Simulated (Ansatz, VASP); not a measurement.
CuO: VASP beside Ansatz

```
Cu O
1.0
     2.09140   -2.07036    0.16565
     2.09140    2.07036    0.16565
    -0.40136    0.00000    5.13830
Cu O
2 2
Direct
  0.00000 0.50000 0.00000
  0.50000 0.00000 0.50000
  0.49986 0.50014 0.25000
  0.50014 0.49986 0.75000
```

Alike in both runs: functional PBE; k mesh 8 × 8 × 4; occupations gaussian, width 0.05 eV; collinear spin.

Ansatz relaxed the structure, and its values are those at the end. VASP's run is a single point on that final structure, the one shown.

```csv
,VASP,Ansatz
version,VASP 6.6.1,Ansatz 0.2.0
potentials or method,"VASP PAW PBE potentials, release 64 (Cu_sv_GW, O), cutoff 700 eV","scalar-relativistic, plane waves, PAW"
valence electrons in the cell,50,50
```

VASP gave:

- gap on the k mesh at the Fermi level (eV): none
- pressure (GPa): -2.6
- net moment per atom (μB): 0.00

Problem. What did Ansatz give for the same quantities?

Solution. gap on the k mesh at the Fermi level (eV): none; pressure (GPa): 0.0; net moment per atom (μB): 0.00.

A gap of «none» marks a metal or a gap that the smearing closes. Ansatz's warnings: seeded moment not kept.
